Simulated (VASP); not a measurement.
# Zn (P6/mmm) in VASP: further runs

The runs below take Zn through single point, with PBE.

All numbers are computed with VASP 6.6.1; they aren't measurements. Logs are shortened: lines on timing, memory, paths and dates and some standing lists are left out, and cuts for length are marked.

## (1) The cell of the first run

Symmetry: P6/mmm, No. 191, hexagonal system. Conventional cell: a = 2.272 Å, b = 2.272 Å, c = 2.285 Å, α = 90.00°, β = 90.00°, γ = 120.00°. Zn (site symmetry 6/mmm) has 8 Zn at 2.27 to 2.29 Å within 3.0 Å.

## (2) Single point, PBE (volume scaled by 0.58)

Contents of INCAR:

```
SYSTEM = Zn
ALGO     = Normal         ! electronic algorithm
EDIFF    = 1E-6           ! SCF threshold, eV
ENCUT    = 520            ! plane-wave cutoff, eV
GGA      = PE             ! functional
ISIF     = 2              ! what is computed and relaxed
ISMEAR   = -1             ! smearing method
LASPH    = .TRUE.         ! aspherical terms in the spheres
LCHARG   = .TRUE.         ! write CHGCAR
LELF     = .TRUE.         ! ELF
LREAL    = .FALSE.        ! projectors in reciprocal space
LVHAR    = .TRUE.       
LWAVE    = .FALSE.        ! write WAVECAR
NBANDS   = 12             ! bands
NELM     = 80             ! most SCF steps
PREC     = Accurate       ! precision mode
SIGMA    = 0.1            ! smearing width, eV
```

Contents of KPOINTS:

```
k-points
0
G
  16 16 15
  0 0 0
```

Contents of POSCAR:

```
Zn
1.0
    2.2719558555      0.0000000000      0.0000000000
   -1.1359779278      1.9675714871      0.0000000000
    0.0000000000      0.0000000000      2.2852928362
Zn
1
Direct
    0.0000000000      0.0000000000      0.0000000000
```

Potentials or basis: VASP PAW PBE potentials, release 64 (Zn).

The run is started by

```sh
> cat potpaw_PBE.64/Zn/POTCAR > POTCAR
> mpirun -np 1 vasp_std > vasp.out
```

OUTCAR:

```text
SYSTEM = Zn
   EDIFF = 1E-6
   ENCUT = 520
   GGA = PE
   ISIF = 2
   ISMEAR = -1
   LASPH = .TRUE.
   LREAL = .FALSE.
   NELM = 80
   PREC = Accurate

 ion  position               nearest neighbor table
   1  0.000  0.000  0.000-

  LATTYP: Found a hexagonal cell.
 ALAT       =     2.2719558555
 C/A-ratio  =     1.0058702640

  Lattice vectors:

 A1 = (   2.2719558555,   0.0000000000,   0.0000000000)
 A2 = (  -1.1359779278,   1.9675714871,   0.0000000000)
 A3 = (   0.0000000000,   0.0000000000,   2.2852928362)

Analysis of symmetry for initial positions (statically):
=====================================================================
 Subroutine PRICEL returns:
 Original cell was already a primitive cell.

 Routine SETGRP: Setting up the symmetry group for a
 hexagonal supercell.

 Subroutine GETGRP returns: Found 24 space group operations
 (whereof 24 operations were pure point group operations)
 out of a pool of 24 trial point group operations.

The static configuration has the point symmetry D_6h.

Analysis of symmetry for dynamics (positions and initial velocities):
=====================================================================
 Subroutine PRICEL returns:
 Original cell was already a primitive cell.

 Routine SETGRP: Setting up the symmetry group for a
 hexagonal supercell.

 Subroutine GETGRP returns: Found 24 space group operations
 (whereof 24 operations were pure point group operations)
 out of a pool of 24 trial point group operations.

The dynamic configuration has the point symmetry D_6h.

 Subroutine INISYM returns: Found 24 space group operations
 (whereof 24 operations are pure point group operations),
 and found     1 'primitive' translations

----------------------------------------------------------------------------------------

                                     Primitive cell

  volume of cell :      10.2158

  direct lattice vectors                    reciprocal lattice vectors
     2.271955855  0.000000000  0.000000000     0.440149397  0.254120373  0.000000000
    -1.135977928  1.967571487  0.000000000     0.000000000  0.508240746  0.000000000
     0.000000000  0.000000000  2.285292836     0.000000000  0.000000000  0.437580683

  length of vectors
     2.271955855  2.271955855  2.285292836     0.508240746  0.508240746  0.437580683

  position of ions in fractional coordinates (direct lattice)
     0.000000000  0.000000000  0.000000000

  ion indices of the primitive-cell ions
   primitive index   ion index
                 1           1

----------------------------------------------------------------------------------------

 KPOINTS: k-points

Automatic generation of k-mesh.
 Grid dimensions read from file:
 generate k-points for:   16   16   15

 Generating k-lattice:

  Cartesian coordinates                     Fractional coordinates (reciprocal lattice)
     0.027509337  0.015882523  0.000000000     0.062500000  0.000000000  0.000000000
     0.000000000  0.031765047  0.000000000     0.000000000  0.062500000  0.000000000
     0.000000000  0.000000000  0.029172046     0.000000000  0.000000000  0.066666667

  Length of vectors
     0.031765047  0.031765047  0.029172046

  Shift w.r.t. Gamma in fractional coordinates (k-lattice)
     0.000000000  0.000000000  0.000000000

 Subroutine IBZKPT returns following result:
 ===========================================

 Found    240 irreducible k-points:

 Following reciprocal coordinates:
            Coordinates               Weight
  0.000000  0.000000  0.000000      1.000000
  0.062500  0.000000  0.000000      6.000000
  0.125000  0.000000  0.000000      6.000000
  0.187500  0.000000  0.000000      6.000000
  0.250000  0.000000  0.000000      6.000000
  0.312500 -0.000000  0.000000      6.000000
[... 16 lines left out ...]
  0.187500  0.187500  0.000000      6.000000
  0.250000  0.187500  0.000000     12.000000
 [... further k-points ...]
   k-points           NKPTS =    240   k-points in BZ     NKDIM =    240   number of bands    NBANDS=     12
   number of dos      NEDOS =    301   number of ions     NIONS =      1
   total plane-waves  NPLWV =   5832
   dimension x,y,z NGX =    18 NGY =   18 NGZ =   18
   dimension x,y,z NGXF=    36 NGYF=   36 NGZF=   36
   ions per type =               1
   NGX,Y,Z   is equivalent  to a cutoff of  13.17, 13.17, 13.09 a.u.
   NGXF,Y,Z  is equivalent  to a cutoff of  26.34, 26.34, 26.19 a.u.
 SYSTEM =  Zn
   PREC   = accura    normal or accurate (medium, high low for compatibility)
   ISTART =      0    job   : 0-new  1-cont  2-samecut
   ICHARG =      2    charge: 1-file 2-atom 10-const
   ISPIN  =      1    spin polarized calculation?
   LNONCOLLINEAR =      F non collinear calculations
   LSORBIT =      F    spin-orbit coupling
   LASPH  =      T    aspherical Exc in radial PAW
   ENCUT  =  520.0 eV  38.22 Ry    6.18 a.u.   4.22  4.22  4.25*2*pi/ulx,y,z
   NELM   =     80;   NELMIN=  2; NELMDL= -5     # of ELM steps
   EDIFF  = 0.1E-05   stopping-criterion for ELM
   LREAL  =      F    real-space projection
   EDIFFG = 0.1E-04   stopping-criterion for IOM
   NSW    =      0    number of steps for IOM
   IBRION =     -1    ionic relax: 0-MD 1-quasi-New 2-CG
   NFREE  =      0    steps in history (QN), initial steepest desc. (CG)
   ISIF   =      2    stress and relaxation
   ISYM   =      2    0-nonsym 1-usesym 2-fastsym
   POTIM  = 0.5000    time-step for ionic-motion
   TEBEG  =    0.0;   TEEND  =   0.0 temperature during run
   PSTRESS=    0.0 pullay stress
   NELECT =      12.0000    total number of electrons
   NUPDOWN=      -1.0000    fix difference up-down
   EMIN   =  10.00;   EMAX   =-10.00  energy-range for DOS
   EFERMI =   0.00;   METHOD = LEGACY
   ISMEAR =    -1;   SIGMA  =   0.10  broadening in eV -4-tet -1-fermi 0-gaus
   EFERMI_NEDOS =   21; number of points for ismear=-14 and -15
   IALGO  =     38    algorithm
   IMIX   =      4    mixing-type and parameters
     AMIX     =   0.40;   BMIX     =  1.00
     AMIX_MAG =   1.60;   BMIX_MAG =  1.00
  volume/ion in A,a.u.               =      10.22        68.94
  Fermi-wavevector in a.u.,A,eV,Ry     =   1.727340  3.264199 40.595749  2.983703
  Thomas-Fermi vector in A             =   2.802482
   LORBIT       =      0    0 simple, 1 ext, 2 COOP (PROOUT), +10 PAW based schemes
   GGA     = PE    functional components
   LHFCALC =     F    Hartree Fock is set to
   AEXX    =    0.0000 exact exchange contribution
   IVDW    =     0    specifies the selected vdW correction
   LEPSILON=     F    determine dielectric tensor
   LRPA    =     F    only Hartree local field effects (RPA)
 non-spin polarized calculation
  energy-cutoff  :      520.00
  volume of cell :       10.22
 maximum number of plane-waves:       290
 NGX is ok and might be reduce to    18
   NGX =  9   NGY =  9   NGZ =  9

 number of electron      12.0000004 magnetization

 Free energy of the ion-electron system (eV)
  ---------------------------------------------------
  ext. energy  EPLUGINS =         0.00000000
  ---------------------------------------------------
  free energy    TOTEN  =         0.31979795 eV

  energy without entropy =        0.32896425  energy(sigma->0) =        0.32438110

 E-fermi :   6.8351     XC(G=0): -13.7633

 val. band max:        6.7996584364   @ k =   0.1250   0.1250   0.4000
 cond. band min:       6.8470819161   @ k =   0.4375   0.0625   0.0000
 fundamental gap:      0.0474234796
 Fermi energy:         6.8351034308

 k-point     1 :       0.0000    0.0000    0.0000
  band No.  band energies     occupation
      1      -7.5010      2.00000
      2      -4.0837      2.00000
      3      -2.6969      2.00000
      4      -2.6969      2.00000
      5      -1.2746      2.00000
      6      -1.2746      2.00000
      7      20.8631      0.00000
      8      25.9687      0.00000
      9      29.9256      0.00000
     10      31.7098      0.00000
     11      31.7098      0.00000
     12      34.2025      0.00000

 k-point     2 :       0.0625    0.0000    0.0000
  band No.  band energies     occupation
      1      -7.3381      2.00000
      2      -4.0516      2.00000
      3      -2.7388      2.00000
      4      -2.6370      2.00000
      5      -1.3187      2.00000
      6      -1.2826      2.00000
      7      21.0749      0.00000
      8      25.9304      0.00000
      9      28.0736      0.00000
     10      30.1934      0.00000
     11      30.6480      0.00000
     12      35.9482      0.00000

 k-point     3 :       0.1250    0.0000    0.0000
  band No.  band energies     occupation
      1      -6.8599      2.00000
      2      -3.9616      2.00000
      3      -2.8454      2.00000
      4      -2.4639      2.00000
      5      -1.4421      2.00000
      6      -1.3056      2.00000
      7      21.7003      0.00000
      8      24.0363      0.00000
      9      26.3478      0.00000
     10      28.0919      0.00000
     11      29.9799      0.00000
     12      38.7352      0.00000

 k-point     4 :       0.1875    0.0000    0.0000
  band No.  band energies     occupation
      1      -6.1087      2.00000
      2      -3.8389      2.00000
      3      -2.9445      2.00000
      4      -2.1980      2.00000
      5      -1.6211      2.00000
      6      -1.3398      2.00000
      7      20.3338      0.00000
      8      22.7124      0.00000
      9      26.1594      0.00000
     10      26.4268      0.00000
     11      29.4174      0.00000
     12      41.7921      0.00000

 k-point     5 :       0.2500    0.0000    0.0000
  band No.  band energies     occupation
      1      -5.2198      2.00000
      2      -3.7456      2.00000
      3      -2.8381      2.00000
      4      -1.8727      2.00000
      5      -1.8242      2.00000
      6      -1.3801      2.00000
      7      16.7300      0.00000
      8      24.0737      0.00000
      9      24.4826      0.00000
     10      26.5708      0.00000
     11      29.0911      0.00000
     12      44.2682      0.00000
[... 228 lines left out ...]
      1      -4.1594      2.00000
      2      -3.3787      2.00000
      3      -2.2358      2.00000
      4      -1.7762      2.00000
      5      -1.5739      2.00000
      6       1.8938      2.00000
      7       8.0162      0.00001
      8      16.9284      0.00000
      9      30.2418      0.00000
     10      30.3304      0.00000
     11      31.8303      0.00000
     12      35.8846      0.00000

 k-point    22 :       0.4375    0.1250    0.0000
  band No.  band energies     occupation
      1      -4.1937      2.00000
      2      -3.3410      2.00000
      3      -2.2649      2.00000
      4      -1.6381      2.00000
      5      -1.5856      2.00000
      6       2.9343      2.00000
      7       6.6200      1.79148
      8      16.7517      0.00000
      9      30.8018      0.00000
     10      31.4500      0.00000
     11      31.8992      0.00000
     12      34.1149      0.00000

 k-point    23 :       0.1875    0.1875    0.0000
  band No.  band energies     occupation
      1      -4.0184      2.00000
      2      -3.4090      2.00000
      3      -3.3931      2.00000
      4      -1.9867      2.00000
      5      -1.5101      2.00000
      6      -0.7079      2.00000
      7      15.7083      0.00000
      8      16.0900      0.00000
      9      26.1319      0.00000
     10      28.5424      0.00000
     11      36.0618      0.00000
     12      38.5029      0.00000

 k-point    24 :       0.2500    0.1875    0.0000
  band No.  band energies     occupation
      1      -3.6768      2.00000
      2      -3.4995      2.00000
      3      -2.9266      2.00000
      4      -2.0884      2.00000
      5      -1.5892      2.00000
      6       0.4063      2.00000
      7      12.6430      0.00000
      8      14.9520      0.00000
      9      27.9131      0.00000
     10      29.4112      0.00000
     11      36.1646      0.00000
     12      40.2906      0.00000

 [... further k-points ...]

------------------------ aborting loop because EDIFF is reached ----------------------------------------

  FORCE on cell =-STRESS in cart. coord.  units (eV):
  Direction    XX          YY          ZZ          XY          YZ          ZX
  --------------------------------------------------------------------------------------
  -------------------------------------------------------------------------------------
  Total        6.5335340      6.5335340      6.4753752     -0.0000000     -0.0000000      0.0000000
  in kB     1024.6757749   1024.6757749   1015.5545427     -0.0000000     -0.0000000      0.0000000
  external PRESSURE =    1021.6353642 kB  Pullay stress =       0.0000000 kB

 VOLUME and BASIS-vectors are now :
 -----------------------------------------------------------------------------
  energy-cutoff  :      520.00
  volume of cell :       10.22
      direct lattice vectors                 reciprocal lattice vectors
     2.271955855  0.000000000  0.000000000     0.440149397  0.254120373  0.000000000
    -1.135977928  1.967571487  0.000000000     0.000000000  0.508240746  0.000000000
     0.000000000  0.000000000  2.285292836     0.000000000  0.000000000  0.437580683

 POSITION                                       TOTAL-FORCE (eV/Angst)
 -----------------------------------------------------------------------------------
      0.00000      0.00000      0.00000         0.000000      0.000000      0.000000
 -----------------------------------------------------------------------------------
    total drift:                               -0.000000      0.000000      0.000000

  FREE ENERGIE OF THE ION-ELECTRON SYSTEM (eV)
  ---------------------------------------------------
  free  energy   TOTEN  =         0.3197979490 eV

  energy  without entropy=        0.3289642475  energy(sigma->0) =        0.32438110
```

Wall time 18 s (1 thread of Intel Xeon Platinum 8259CL at 2.50GHz (Skylake/Cascade Lake), shared host); peak memory 0.14 GiB.

Results:

```yaml
Free_energy: 0.3198 eV
Pressure: 102.2 GPa
Band_gap_on_the_k_mesh: zero (band 6 reaches 11.25 eV, above the bottom of band 7 at 3.48 eV)
```

Levels at points of the mesh, in eV from the Fermi level:
| k point | band 2 | band 3 | band 4 | band 5 | band 6 | band 7 | band 8 | band 9 | band 10 | band 11 |
| --- | --- | --- | --- | --- | --- | --- | --- | --- | --- | --- |
| (0.00, 0.00, 0.00) | -10.92 | -9.53 | -9.53 | -8.11 | -8.11 | 14.03 | 19.13 | 23.09 | 24.87 | 24.87 |
| (0.50, 0.00, 0.00) | -10.21 | -9.15 | -8.32 | -7.79 | -5.02 | -0.42 | 14.38 | 19.61 | 23.45 | 24.39 |

(Continued in part 2 of 2.)
